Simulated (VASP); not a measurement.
# BN (F-43m) in VASP: further runs

BN is run at these levels: PBE; tasks: single point.

Everything below comes from runs of VASP 6.6.1. Logs are shortened: lines on timing, memory, paths and dates and some standing lists are left out, and cuts for length are marked.

**1. The cell of the first run**

Symmetry: F-43m, No. 216, cubic system. The conventional cell has a = 3.566 Å, b = 3.566 Å, c = 3.566 Å, α = 90.00°, β = 90.00°, γ = 90.00°. B (site symmetry -43m) has 4 N at 1.54 Å within 2.1 Å. Within 2.1 Å of N (site symmetry -43m) lie 4 B at 1.54 Å.

**2. Single point, PBE (volume 5.668 Å^3 an atom, c/a of the conventional cell 1.0000)**

File INCAR:

```
SYSTEM = BN
PREC = Accurate
ENCUT = 520
EDIFF = 1E-6
ISMEAR = 0
SIGMA = 0.05
LREAL = .FALSE.
LASPH = .TRUE.
NELM = 60
ALGO = Normal
ISIF = 2
LWAVE = .FALSE.
LCHARG = .FALSE.
GGA = PE
NBANDS = 11
```

File KPOINTS:

```
Automatic mesh
0
G
  12 12 12
  0 0 0
```

File POSCAR:

```
BN
1.0
    0.0000000000      1.7829668990      1.7829668990
    1.7829668990      0.0000000000      1.7829668990
    1.7829668990      1.7829668990      0.0000000000
B N
1 1
Direct
    0.0000000000      0.0000000000      0.0000000000
    0.7500000000      0.7500000000      0.7500000000
```

Potentials or basis: VASP PAW PBE potentials, release 64 (B, N).

Command:

```console
$ cat potpaw_PBE.64/B/POTCAR potpaw_PBE.64/N/POTCAR > POTCAR
$ mpirun -np 1 vasp_std > vasp.out
```

OUTCAR:

```text
SYSTEM = BN
   PREC = Accurate
   ENCUT = 520
   EDIFF = 1E-6
   ISMEAR = 0
   LREAL = .FALSE.
   LASPH = .TRUE.
   NELM = 60
   ISIF = 2
   GGA = PE

 ion  position               nearest neighbor table
   1  0.000  0.000  0.000-   2 1.54   2 1.54   2 1.54   2 1.54
   2  0.750  0.750  0.750-   1 1.54   1 1.54   1 1.54   1 1.54

  LATTYP: Found a face centered cubic cell.
 ALAT       =     3.5659337980

  Lattice vectors:

 A1 = (   0.0000000000,   1.7829668990,   1.7829668990)
 A2 = (   1.7829668990,   0.0000000000,   1.7829668990)
 A3 = (   1.7829668990,   1.7829668990,   0.0000000000)

Analysis of symmetry for initial positions (statically):
=====================================================================
 Subroutine PRICEL returns:
 Original cell was already a primitive cell.

 Routine SETGRP: Setting up the symmetry group for a
 face centered cubic supercell.

 Subroutine GETGRP returns: Found 24 space group operations
 (whereof 24 operations were pure point group operations)
 out of a pool of 48 trial point group operations.

The static configuration has the point symmetry T_d .

Analysis of symmetry for dynamics (positions and initial velocities):
=====================================================================
 Subroutine PRICEL returns:
 Original cell was already a primitive cell.

 Routine SETGRP: Setting up the symmetry group for a
 face centered cubic supercell.

 Subroutine GETGRP returns: Found 24 space group operations
 (whereof 24 operations were pure point group operations)
 out of a pool of 48 trial point group operations.

The dynamic configuration has the point symmetry T_d .

 Subroutine INISYM returns: Found 24 space group operations
 (whereof 24 operations are pure point group operations),
 and found     1 'primitive' translations

----------------------------------------------------------------------------------------

                                     Primitive cell

  volume of cell :      11.3360

  direct lattice vectors                    reciprocal lattice vectors
     0.000000000  1.782966899  1.782966899    -0.280431454  0.280431454  0.280431454
     1.782966899  0.000000000  1.782966899     0.280431454 -0.280431454  0.280431454
     1.782966899  1.782966899  0.000000000     0.280431454  0.280431454 -0.280431454

  length of vectors
     2.521495970  2.521495970  2.521495970     0.485721526  0.485721526  0.485721526

  position of ions in fractional coordinates (direct lattice)
     0.000000000  0.000000000  0.000000000
     0.750000000  0.750000000  0.750000000

  ion indices of the primitive-cell ions
   primitive index   ion index
                 1           1
                 2           2

----------------------------------------------------------------------------------------

 KPOINTS: Automatic mesh

Automatic generation of k-mesh.
 Grid dimensions read from file:
 generate k-points for:   12   12   12

 Generating k-lattice:

  Cartesian coordinates                     Fractional coordinates (reciprocal lattice)
    -0.023369288  0.023369288  0.023369288     0.083333333  0.000000000  0.000000000
     0.023369288 -0.023369288  0.023369288     0.000000000  0.083333333  0.000000000
     0.023369288  0.023369288 -0.023369288     0.000000000  0.000000000  0.083333333

  Length of vectors
     0.040476794  0.040476794  0.040476794

  Shift w.r.t. Gamma in fractional coordinates (k-lattice)
     0.000000000  0.000000000  0.000000000

 Subroutine IBZKPT returns following result:
 ===========================================

 Found     72 irreducible k-points:

 Following reciprocal coordinates:
            Coordinates               Weight
  0.000000  0.000000  0.000000      1.000000
  0.083333  0.000000  0.000000      8.000000
  0.166667  0.000000  0.000000      8.000000
  0.250000  0.000000  0.000000      8.000000
  0.333333  0.000000  0.000000      8.000000
  0.416667  0.000000  0.000000      8.000000
[... 16 lines left out ...]
  0.500000  0.166667  0.000000     24.000000
 -0.416667  0.166667  0.000000     24.000000
 [... further k-points ...]
   k-points           NKPTS =     72   k-points in BZ     NKDIM =     72   number of bands    NBANDS=     11
   number of dos      NEDOS =    301   number of ions     NIONS =      2
   total plane-waves  NPLWV =   8000
   dimension x,y,z NGX =    20 NGY =   20 NGZ =   20
   dimension x,y,z NGXF=    40 NGYF=   40 NGZF=   40
   ions per type =               1   1
   NGX,Y,Z   is equivalent  to a cutoff of  13.19, 13.19, 13.19 a.u.
   NGXF,Y,Z  is equivalent  to a cutoff of  26.37, 26.37, 26.37 a.u.
 SYSTEM =  BN
   PREC   = accura    normal or accurate (medium, high low for compatibility)
   ISTART =      0    job   : 0-new  1-cont  2-samecut
   ICHARG =      2    charge: 1-file 2-atom 10-const
   ISPIN  =      1    spin polarized calculation?
   LNONCOLLINEAR =      F non collinear calculations
   LSORBIT =      F    spin-orbit coupling
   LASPH  =      T    aspherical Exc in radial PAW
   ENCUT  =  520.0 eV  38.22 Ry    6.18 a.u.   4.69  4.69  4.69*2*pi/ulx,y,z
   NELM   =     60;   NELMIN=  2; NELMDL= -5     # of ELM steps
   EDIFF  = 0.1E-05   stopping-criterion for ELM
   LREAL  =      F    real-space projection
   EDIFFG = 0.1E-04   stopping-criterion for IOM
   NSW    =      0    number of steps for IOM
   IBRION =     -1    ionic relax: 0-MD 1-quasi-New 2-CG
   NFREE  =      0    steps in history (QN), initial steepest desc. (CG)
   ISIF   =      2    stress and relaxation
   ISYM   =      2    0-nonsym 1-usesym 2-fastsym
   POTIM  = 0.5000    time-step for ionic-motion
   TEBEG  =    0.0;   TEEND  =   0.0 temperature during run
   PSTRESS=    0.0 pullay stress
   NELECT =       8.0000    total number of electrons
   NUPDOWN=      -1.0000    fix difference up-down
   EMIN   =  10.00;   EMAX   =-10.00  energy-range for DOS
   EFERMI =   0.00;   METHOD = LEGACY
   ISMEAR =     0;   SIGMA  =   0.05  broadening in eV -4-tet -1-fermi 0-gaus
   EFERMI_NEDOS =   21; number of points for ismear=-14 and -15
   IALGO  =     38    algorithm
   IMIX   =      4    mixing-type and parameters
     AMIX     =   0.40;   BMIX     =  1.00
     AMIX_MAG =   1.60;   BMIX_MAG =  1.00
  volume/ion in A,a.u.               =       5.67        38.25
  Fermi-wavevector in a.u.,A,eV,Ry     =   1.457532  2.754337 28.904226  2.124401
  Thomas-Fermi vector in A             =   2.574323
   LORBIT       =      0    0 simple, 1 ext, 2 COOP (PROOUT), +10 PAW based schemes
   GGA     = PE    functional components
   LHFCALC =     F    Hartree Fock is set to
   AEXX    =    0.0000 exact exchange contribution
   IVDW    =     0    specifies the selected vdW correction
   LEPSILON=     F    determine dielectric tensor
   LRPA    =     F    only Hartree local field effects (RPA)
 non-spin polarized calculation
 Gauss-broadening in eV      SIGMA  =   0.05
  energy-cutoff  :      520.00
  volume of cell :       11.34
 maximum number of plane-waves:       316
   NGX =  9   NGY =  9   NGZ =  9

 number of electron       7.9999998 magnetization

 Free energy of the ion-electron system (eV)
  ---------------------------------------------------
  ext. energy  EPLUGINS =         0.00000000
  ---------------------------------------------------
  free energy    TOTEN  =       -17.41480261 eV

  energy without entropy =      -17.41480261  energy(sigma->0) =      -17.41480261

 E-fermi :   8.2080     XC(G=0): -13.0257

 val. band max:        7.9164336017   @ k =   0.0000   0.0000   0.0000
 cond. band min:      12.4179830700   @ k =   0.5000   0.5000   0.0000
 fundamental gap:      4.5015494684
 Fermi energy:         8.2079517272

 k-point     1 :       0.0000    0.0000    0.0000
  band No.  band energies     occupation
      1     -12.7881      2.00000
      2       7.9164      2.00000
      3       7.9164      2.00000
      4       7.9164      2.00000
      5      16.9322      0.00000
      6      16.9322      0.00000
      7      16.9322      0.00000
      8      18.9411      0.00000
      9      33.4484      0.00000
     10      36.1898      0.00000
     11      36.1898      0.00000

 k-point     2 :       0.0833    0.0000    0.0000
  band No.  band energies     occupation
      1     -12.6135      2.00000
      2       6.9785      2.00000
      3       7.7272      2.00000
      4       7.7272      2.00000
      5      17.1985      0.00000
      6      17.2190      0.00000
      7      17.2190      0.00000
      8      19.4727      0.00000
      9      33.1433      0.00000
     10      33.9065      0.00000
     11      33.9065      0.00000

 k-point     3 :       0.1667    0.0000    0.0000
  band No.  band energies     occupation
      1     -12.0955      2.00000
      2       4.8172      2.00000
      3       7.2682      2.00000
      4       7.2682      2.00000
      5      17.6139      0.00000
      6      17.8827      0.00000
      7      17.8827      0.00000
      8      20.7509      0.00000
      9      32.3052      0.00000
     10      32.3052      0.00000
     11      32.4565      0.00000

 k-point     4 :       0.2500    0.0000    0.0000
  band No.  band energies     occupation
      1     -11.2569      2.00000
      2       2.2735      2.00000
      3       6.7400      2.00000
      4       6.7400      2.00000
      5      17.9943      0.00000
      6      18.5079      0.00000
      7      18.5079      0.00000
      8      22.0382      0.00000
      9      31.8882      0.00000
     10      31.9069      0.00000
     11      31.9069      0.00000

 k-point     5 :       0.3333    0.0000    0.0000
  band No.  band energies     occupation
      1     -10.1588      2.00000
      2      -0.1989      2.00000
      3       6.2905      2.00000
      4       6.2905      2.00000
      5      18.3162      0.00000
      6      18.8154      0.00000
      7      18.8154      0.00000
      8      22.9423      0.00000
      9      31.7071      0.00000
     10      32.7655      0.00000
     11      32.7655      0.00000
[... 211 lines left out ...]
 k-point    21 :       0.3333    0.1667    0.0000
  band No.  band energies     occupation
      1     -10.3377      2.00000
      2       1.6586      2.00000
      3       5.0232      2.00000
      4       5.3545      2.00000
      5      16.2195      0.00000
      6      20.7207      0.00000
      7      21.0707      0.00000
      8      21.0795      0.00000
      9      27.8693      0.00000
     10      35.1663      0.00000
     11      36.6066      0.00000

 k-point    22 :       0.4167    0.1667    0.0000
  band No.  band energies     occupation
      1      -9.2231      2.00000
      2      -0.5166      2.00000
      3       4.6825      2.00000
      4       4.8339      2.00000
      5      16.6246      0.00000
      6      20.8144      0.00000
      7      21.1512      0.00000
      8      22.1219      0.00000
      9      28.8182      0.00000
     10      34.9436      0.00000
     11      36.9550      0.00000

 k-point    23 :       0.5000    0.1667    0.0000
  band No.  band energies     occupation
      1      -8.1961      2.00000
      2      -2.1517      2.00000
      3       4.0736      2.00000
      4       4.9115      2.00000
      5      16.9737      0.00000
      6      20.7805      0.00000
      7      20.8837      0.00000
      8      23.4853      0.00000
      9      29.1952      0.00000
     10      35.1508      0.00000
     11      36.1582      0.00000

 k-point    24 :      -0.4167    0.1667    0.0000
  band No.  band energies     occupation
      1      -7.9960      2.00000
      2      -2.4386      2.00000
      3       3.6540      2.00000
      4       5.2411      2.00000
      5      17.4345      0.00000
      6      20.4696      0.00000
      7      20.6437      0.00000
      8      24.1480      0.00000
      9      29.4878      0.00000
     10      33.7821      0.00000
     11      35.4356      0.00000

 [... further k-points ...]
[... 5 lines left out ...]
  --------------------------------------------------------------------------------------
  -------------------------------------------------------------------------------------
  Total        1.4385313      1.4385313      1.4385313     -0.0000000      0.0000000     -0.0000000
  in kB      203.3152950    203.3152950    203.3152950     -0.0000000      0.0000000     -0.0000000
  external PRESSURE =     203.3152950 kB  Pullay stress =       0.0000000 kB

 VOLUME and BASIS-vectors are now :
 -----------------------------------------------------------------------------
  energy-cutoff  :      520.00
  volume of cell :       11.34
      direct lattice vectors                 reciprocal lattice vectors
     0.000000000  1.782966899  1.782966899    -0.280431454  0.280431454  0.280431454
     1.782966899  0.000000000  1.782966899     0.280431454 -0.280431454  0.280431454
     1.782966899  1.782966899  0.000000000     0.280431454  0.280431454 -0.280431454

 POSITION                                       TOTAL-FORCE (eV/Angst)
 -----------------------------------------------------------------------------------
      0.00000      0.00000      0.00000        -0.000000     -0.000000     -0.000000
      2.67445      2.67445      2.67445         0.000000      0.000000      0.000000
 -----------------------------------------------------------------------------------
    total drift:                               -0.000000     -0.000000     -0.000000

  FREE ENERGIE OF THE ION-ELECTRON SYSTEM (eV)
  ---------------------------------------------------
  free  energy   TOTEN  =       -17.4148026051 eV

  energy  without entropy=      -17.4148026051  energy(sigma->0) =      -17.41480261
```

It took 5.8 s on 1 thread of AMD EPYC 9R14 (Zen 4), shared host; peak memory 0.09 GiB.

What came out:

```yaml
Free_energy: -17.4148 eV
Pressure: 20.3 GPa
Band_gap_on_the_k_mesh: 4.50 eV, indirect (least direct gap 9.02 eV)
```

(Part 1 of 2 ends here.)
